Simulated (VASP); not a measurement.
# Fe (P6_3/mmc) in VASP: further runs

The runs below take Fe through single point, with PBEsol+D4.

Program: VASP 6.6.1. These are calculated values, not measurements. Logs are shortened: lines on timing, memory, paths and dates and some standing lists are left out, and cuts for length are marked.

## Step 1: The cell of the first run

The structure is hexagonal, space group P6_3/mmc (No. 194). Conventional cell: a = 2.384 Å, b = 2.384 Å, c = 3.764 Å, α = 90.00°, β = 90.00°, γ = 120.00°. Within 3.1 Å of Fe (site symmetry -6m2) lie 12 Fe at 2.33 to 2.38 Å.

## Step 2: Single point, PBEsol+D4, collinear spin, ferromagnetic start

Contents of INCAR:

```
SYSTEM = Fe
PREC     = Accurate       ! precision mode
ENCUT    = 520            ! plane-wave cutoff, eV
EDIFF    = 1E-7           ! SCF threshold, eV
ISMEAR   = -1             ! smearing method
SIGMA    = 0.05           ! smearing width, eV
LREAL    = .False.        ! projectors in reciprocal space
LASPH    = .True.         ! aspherical terms in the spheres
NELM     = 150            ! most SCF steps
ALGO     = Normal         ! electronic algorithm
ISIF     = 2              ! what is computed and relaxed
LWAVE    = .False.        ! write WAVECAR
LCHARG   = .False.        ! write CHGCAR
ISPIN    = 2              ! spin polarisation
MAGMOM   = 3 3            ! initial moments
LORBIT   = 11             ! projections on sites
LMAXMIX  = 4              ! l up to which the mixer works
GGA      = PS             ! functional
IVDW     = 13             ! dispersion correction
NBANDS   = 19             ! bands
```

Contents of KPOINTS:

```
Automatic mesh
0
Gamma
  12 12 7
  0 0 0
```

Contents of POSCAR:

```
Fe
1.0
    2.3844669570      0.0000000000      0.0000000000
   -1.1922334785      2.0650089592      0.0000000000
    0.0000000000      0.0000000000      3.7635056374
Fe
2
Direct
    0.6666666667      0.3333333333      0.7500000000
    0.3333333333      0.6666666667      0.2500000000
```

Potentials or basis: VASP PAW PBE potentials, release 64 (Fe).

The run is started by

```console
$ cat potpaw_PBE.64/Fe/POTCAR > POTCAR
$ mpirun -np 1 vasp_std > vasp.out
```

OUTCAR:

```text
SYSTEM = Fe
   PREC = Accurate
   ENCUT = 520
   EDIFF = 1E-7
   ISMEAR = -1
   LREAL = .False.
   LASPH = .True.
   NELM = 150
   ISIF = 2
   ISPIN = 2
   LORBIT = 11
   GGA = PS
   IVDW = 13

 ion  position               nearest neighbor table
   1  0.667  0.333  0.750-   2 2.33   2 2.33   2 2.33   2 2.33   2 2.33   2 2.33
   2  0.333  0.667  0.250-   1 2.33   1 2.33   1 2.33   1 2.33   1 2.33   1 2.33

  LATTYP: Found a hexagonal cell.
 ALAT       =     2.3844669570
 C/A-ratio  =     1.5783425417

  Lattice vectors:

 A1 = (   2.3844669570,   0.0000000000,   0.0000000000)
 A2 = (  -1.1922334785,   2.0650089592,   0.0000000000)
 A3 = (   0.0000000000,   0.0000000000,   3.7635056374)

Analysis of symmetry for initial positions (statically):
=====================================================================
 Subroutine PRICEL returns:
 Original cell was already a primitive cell.

 Routine SETGRP: Setting up the symmetry group for a
 hexagonal supercell.

 Subroutine GETGRP returns: Found 24 space group operations
 (whereof 12 operations were pure point group operations)
 out of a pool of 24 trial point group operations.

The static configuration has the point symmetry D_3d.
 The point group associated with its full space group is D_6h.

Analysis of symmetry for dynamics (positions and initial velocities):
=====================================================================
 Subroutine PRICEL returns:
 Original cell was already a primitive cell.

 Routine SETGRP: Setting up the symmetry group for a
 hexagonal supercell.

 Subroutine GETGRP returns: Found 24 space group operations
 (whereof 12 operations were pure point group operations)
 out of a pool of 24 trial point group operations.

The dynamic configuration has the point symmetry D_3d.
 The point group associated with its full space group is D_6h.

Analysis of structural, dynamic, and magnetic symmetry:
=====================================================================
 Subroutine PRICEL returns:
 Original cell was already a primitive cell.

 Routine SETGRP: Setting up the symmetry group for a
 hexagonal supercell.

 Subroutine GETGRP returns: Found 24 space group operations
 (whereof 12 operations were pure point group operations)
 out of a pool of 24 trial point group operations.

The overall configuration has the point symmetry D_3d.
 The point group associated with its full space group is D_6h.

 Subroutine INISYM returns: Found 24 space group operations
 (whereof 12 operations are pure point group operations),
 and found     1 'primitive' translations

----------------------------------------------------------------------------------------

                                     Primitive cell

  volume of cell :      18.5313

  direct lattice vectors                    reciprocal lattice vectors
     2.384466957  0.000000000  0.000000000     0.419380943  0.242129700  0.000000000
    -1.192233478  2.065008959  0.000000000     0.000000000  0.484259400  0.000000000
     0.000000000  0.000000000  3.763505637     0.000000000  0.000000000  0.265709712

  length of vectors
     2.384466957  2.384466957  3.763505637     0.484259400  0.484259400  0.265709712

  position of ions in fractional coordinates (direct lattice)
     0.666666667  0.333333333  0.750000000
     0.333333333  0.666666667  0.250000000

  ion indices of the primitive-cell ions
   primitive index   ion index
                 1           1
                 2           2

----------------------------------------------------------------------------------------

 KPOINTS: Automatic mesh

Automatic generation of k-mesh.
 Grid dimensions read from file:
 generate k-points for:   12   12    7

 Generating k-lattice:

  Cartesian coordinates                     Fractional coordinates (reciprocal lattice)
     0.034948412  0.020177475  0.000000000     0.083333333  0.000000000  0.000000000
     0.000000000  0.040354950  0.000000000     0.000000000  0.083333333  0.000000000
     0.000000000  0.000000000  0.037958530     0.000000000  0.000000000  0.142857143

  Length of vectors
     0.040354950  0.040354950  0.037958530

  Shift w.r.t. Gamma in fractional coordinates (k-lattice)
     0.000000000  0.000000000  0.000000000

 Subroutine IBZKPT returns following result:
 ===========================================

 Found     76 irreducible k-points:

 Following reciprocal coordinates:
            Coordinates               Weight
  0.000000  0.000000  0.000000      1.000000
  0.083333  0.000000  0.000000      6.000000
  0.166667  0.000000  0.000000      6.000000
  0.250000  0.000000  0.000000      6.000000
  0.333333  0.000000  0.000000      6.000000
  0.416667  0.000000  0.000000      6.000000
[... 16 lines left out ...]
  0.250000  0.000000  0.142857     12.000000
  0.333333  0.000000  0.142857     12.000000
 [... further k-points ...]
   k-points           NKPTS =     76   k-points in BZ     NKDIM =     76   number of bands    NBANDS=     19
   number of dos      NEDOS =    301   number of ions     NIONS =      2
   total plane-waves  NPLWV =   9072
   dimension x,y,z NGX =    18 NGY =   18 NGZ =   28
   dimension x,y,z NGXF=    36 NGYF=   36 NGZF=   56
   ions per type =               2
   NGX,Y,Z   is equivalent  to a cutoff of  12.55, 12.55, 12.37 a.u.
   NGXF,Y,Z  is equivalent  to a cutoff of  25.10, 25.10, 24.74 a.u.
 SYSTEM =  Fe
   PREC   = accura    normal or accurate (medium, high low for compatibility)
   ISTART =      0    job   : 0-new  1-cont  2-samecut
   ICHARG =      2    charge: 1-file 2-atom 10-const
   ISPIN  =      2    spin polarized calculation?
   LNONCOLLINEAR =      F non collinear calculations
   LSORBIT =      F    spin-orbit coupling
   LASPH  =      T    aspherical Exc in radial PAW
   ENCUT  =  520.0 eV  38.22 Ry    6.18 a.u.   4.43  4.43  7.00*2*pi/ulx,y,z
   NELM   =    150;   NELMIN=  2; NELMDL= -5     # of ELM steps
   EDIFF  = 0.1E-06   stopping-criterion for ELM
   LREAL  =      F    real-space projection
   EDIFFG = 0.1E-05   stopping-criterion for IOM
   NSW    =      0    number of steps for IOM
   IBRION =     -1    ionic relax: 0-MD 1-quasi-New 2-CG
   NFREE  =      0    steps in history (QN), initial steepest desc. (CG)
   ISIF   =      2    stress and relaxation
   ISYM   =      2    0-nonsym 1-usesym 2-fastsym
   POTIM  = 0.5000    time-step for ionic-motion
   TEBEG  =    0.0;   TEEND  =   0.0 temperature during run
   PSTRESS=    0.0 pullay stress
   NELECT =      16.0000    total number of electrons
   NUPDOWN=      -1.0000    fix difference up-down
   EMIN   =  10.00;   EMAX   =-10.00  energy-range for DOS
   EFERMI =   0.00;   METHOD = LEGACY
   ISMEAR =    -1;   SIGMA  =   0.05  broadening in eV -4-tet -1-fermi 0-gaus
   EFERMI_NEDOS =   21; number of points for ismear=-14 and -15
   IALGO  =     38    algorithm
   IMIX   =      4    mixing-type and parameters
     AMIX     =   0.40;   BMIX     =  1.00
     AMIX_MAG =   1.60;   BMIX_MAG =  1.00
  volume/ion in A,a.u.               =       9.27        62.53
  Fermi-wavevector in a.u.,A,eV,Ry     =   1.558881  2.945857 33.063641  2.430109
  Thomas-Fermi vector in A             =   2.662321
   LORBIT       =     11    0 simple, 1 ext, 2 COOP (PROOUT), +10 PAW based schemes
   GGA     = PS    functional components
   LHFCALC =     F    Hartree Fock is set to
   AEXX    =    0.0000 exact exchange contribution
   IVDW    =    13    specifies the selected vdW correction
   LEPSILON=     F    determine dielectric tensor
   LRPA    =     F    only Hartree local field effects (RPA)
 spin polarized calculation
  energy-cutoff  :      520.00
  volume of cell :       18.53
 maximum number of plane-waves:       523
 NGX is ok and might be reduce to    18
   NGX =  9   NGY =  9   NGZ = 13

 number of electron      16.0000000 magnetization       0.0001567

 number of electron      16.0000000 magnetization      -0.0000244

 Free energy of the ion-electron system (eV)
  ---------------------------------------------------
  ext. energy  EPLUGINS =         0.00000000
  ---------------------------------------------------
  free energy    TOTEN  =       -17.81878762 eV

  energy without entropy =      -17.80100441  energy(sigma->0) =      -17.80989602

 E-fermi :   7.9080     XC(G=0): -14.5173

 val. band max:        7.9060409925   @ k =   0.3333   0.2500   0.2857
 cond. band min:       7.9307354128   @ k =   0.4167   0.0833   0.4286
 fundamental gap:      0.0246944204
 Fermi energy:         7.9079574865

 spin component 1

 k-point     1 :       0.0000    0.0000    0.0000
  band No.  band energies     occupation
      1      -1.6410      1.00000
      2       2.3131      1.00000
      3       5.9674      1.00000
      4       5.9674      1.00000
      5       6.1347      1.00000
      6       6.5148      1.00000
[... 11 lines left out ...]
     18      35.8113      0.00000
     19      36.6295      0.00000
[... 485 lines left out ...]
 k-point    24 :       0.3333    0.0000    0.1429
  band No.  band energies     occupation
      1       1.8648      1.00000
      2       3.2556      1.00000
      3       3.8033      1.00000
      4       4.8146      1.00000
      5       5.9899      1.00000
      6       6.0685      1.00000
[... 11 lines left out ...]
     18      32.9101      0.00000
     19      35.1567      0.00000

 [... further k-points ...]

 spin component 2

 k-point     1 :       0.0000    0.0000    0.0000
  band No.  band energies     occupation
      1      -1.6410      1.00000
      2       2.3131      1.00000
      3       5.9674      1.00000
      4       5.9674      1.00000
      5       6.1347      1.00000
      6       6.5148      1.00000
[... 11 lines left out ...]
     18      35.8112      0.00000
     19      36.6294      0.00000
[... 485 lines left out ...]
 k-point    24 :       0.3333    0.0000    0.1429
  band No.  band energies     occupation
      1       1.8648      1.00000
      2       3.2556      1.00000
      3       3.8033      1.00000
      4       4.8146      1.00000
      5       5.9899      1.00000
      6       6.0685      1.00000
[... 11 lines left out ...]
     18      32.9101      0.00000
     19      35.1567      0.00000

 [... further k-points ...]

------------------------ aborting loop because EDIFF is reached ----------------------------------------

  DFT-D4 for vdW energy calculation

  Edisp (eV):   -0.49006

  FORCE on cell =-STRESS in cart. coord.  units (eV):
  Direction    XX          YY          ZZ          XY          YZ          ZX
  --------------------------------------------------------------------------------------
  -------------------------------------------------------------------------------------
  Total       1.82806     1.82806     2.15420     0.00000    -0.00000     0.00000
  in kB     158.05030   158.05030   186.24777     0.00000    -0.00000     0.00000
  external pressure =      167.45 kB  Pullay stress =        0.00 kB

 VOLUME and BASIS-vectors are now :
 -----------------------------------------------------------------------------
  energy-cutoff  :      520.00
  volume of cell :       18.53
      direct lattice vectors                 reciprocal lattice vectors
     2.384466957  0.000000000  0.000000000     0.419380943  0.242129700  0.000000000
    -1.192233478  2.065008959  0.000000000     0.000000000  0.484259400  0.000000000
     0.000000000  0.000000000  3.763505637     0.000000000  0.000000000  0.265709712

 POSITION                                       TOTAL-FORCE (eV/Angst)
 -----------------------------------------------------------------------------------
      1.19223      0.68834      2.82263         0.000000      0.000000      0.000000
     -0.00000      1.37667      0.94088        -0.000000      0.000000      0.000000
 -----------------------------------------------------------------------------------
    total drift:                                0.000000     -0.000000     -0.000000

  FREE ENERGIE OF THE ION-ELECTRON SYSTEM (eV)
  ---------------------------------------------------
  free  energy   TOTEN  =       -18.3088449795 eV

  energy  without entropy=      -18.2910617685  energy(sigma->0) =      -18.29995337

 total charge

# of ion       s       p       d       tot
------------------------------------------
    1        0.590   0.745   6.449   7.784
    2        0.590   0.745   6.449   7.784
--------------------------------------------------
tot          1.179   1.489  12.899  15.567

 magnetization (x)

# of ion       s       p       d       tot
------------------------------------------
    1        0.000   0.000  -0.000  -0.000
    2        0.000   0.000  -0.000  -0.000
--------------------------------------------------
tot          0.000   0.000  -0.000  -0.000
```

Run time: 52 s. Hardware: 1 thread of AMD EPYC 7R43 (Zen 3), shared host; peak memory 0.12 GiB.

What came out:

| Quantity | Value |
| --- | --- |
| Free energy | -18.3088 eV |
| Pressure | 16.7 GPa |
| Band gap on the k mesh | zero (filled and empty bands overlap) |
| Net moment | 0.00 μB per cell |
| Valence electrons inside the program's atomic spheres | Fe 7.78 |
| Dispersion energy per atom | -0.245 eV |

Stress tensor (GPa, compression positive):
```
15.81  0.00  0.00
 0.00 15.81  0.00
 0.00  0.00 18.62
```

Levels at points of the mesh, in eV from the Fermi level:
Spin up:
```csv
k point,band 6,band 7,band 8,band 9,band 10,band 11
"(0.00, 0.00, 0.00)",-1.39,-1.39,-1.00,-1.00,0.55,0.80
"(0.50, 0.00, 0.00)",-1.76,-1.24,0.92,1.18,1.23,2.99
```
Spin down:
```tsv
k point	band 6	band 7	band 8	band 9	band 10	band 11
(0.00, 0.00, 0.00)	-1.39	-1.39	-1.00	-1.00	0.55	0.80
(0.50, 0.00, 0.00)	-1.76	-1.24	0.92	1.18	1.23	2.99
```

Caveat: the starting moments collapsed, and a magnetic state may lie lower; the PAW data sets were made with another functional, which shifts forces and pressure a little; pairwise dispersion overbinds metals, which lowers pressure and volume.

## Step 3: Single point, PBEsol+D4, collinear spin, ferromagnetic start

This run uses another cell than the first one, of 9.46 Å³/atom, 1.021 times its volume.

Contents of INCAR:

```
  PREC = Accurate
  ENCUT = 520
  EDIFF = 1E-7
  ISMEAR = -1
  SIGMA = 0.05
  LREAL = F
  LASPH = T
  NELM = 150
  ALGO = Fast
  ISIF = 2
  LWAVE = F
  LCHARG = T
  ISPIN = 2
  MAGMOM = 3 3
  LORBIT = 11
  LMAXMIX = 4
  GGA = PS
  IVDW = 13
  LELF = T
  LVHAR = T
  NBANDS = 19
```

Contents of KPOINTS:

```
regular mesh
0
Gamma
  12 12 7
```

Contents of POSCAR:

```
Fe
1.0
    2.4012595311      0.0000000000      0.0000000000
   -1.2006297656      2.0795517550      0.0000000000
    0.0000000000      0.0000000000      3.7900100715
Fe
2
Direct
    0.6666666667      0.3333333333      0.7500000000
    0.3333333333      0.6666666667      0.2500000000
```

Potentials or basis: VASP PAW PBE potentials, release 64 (Fe).

The run is started by

```console
$ cat potpaw_PBE.64/Fe/POTCAR > POTCAR
$ mpirun -np 1 vasp_std > vasp.out
```

Run time: 66 s. Hardware: 1 thread of AMD EPYC 7R43 (Zen 3), shared host; peak memory 0.12 GiB.

The run converged. Its results:

```yaml
Free_energy: -18.3397 eV
Pressure: 8.5 GPa
Band_gap_on_the_k_mesh: zero (filled and empty bands overlap)
Net_moment: 0.00 μB per cell
Valence_electrons_inside_the_program's_atomic_spheres: Fe 7.72
Dispersion_energy_per_atom: -0.240 eV
```

Stress tensor (GPa, compression positive):
```
 7.73  0.00  0.00
 0.00  7.73  0.00
 0.00  0.00 10.09
```

Levels at points of the mesh, in eV from the Fermi level:
Spin up:
```
           k point  band 4  band 5  band 6  band 7  band 8  band 9  band 10  band 11  band 12  band 13
(0.00, 0.00, 0.00)   -1.88   -1.72   -1.35   -1.35   -0.97   -0.97     0.54     0.77     0.77     9.53
(0.50, 0.00, 0.00)   -2.26   -2.22   -1.71   -1.20    0.89    1.14     1.19     2.91     5.23    11.94
```
Spin down:
```
           k point  band 4  band 5  band 6  band 7  band 8  band 9  band 10  band 11  band 12  band 13
(0.00, 0.00, 0.00)   -1.88   -1.72   -1.35   -1.35   -0.97   -0.97     0.54     0.77     0.77     9.53
(0.50, 0.00, 0.00)   -2.26   -2.22   -1.71   -1.20    0.89    1.14     1.19     2.91     5.23    11.94
```

Caveat: the starting moments collapsed, and a magnetic state may lie lower; the PAW data sets were made with another functional, which shifts forces and pressure a little; pairwise dispersion overbinds metals, which lowers pressure and volume.

(Continued in part 2 of 3.)
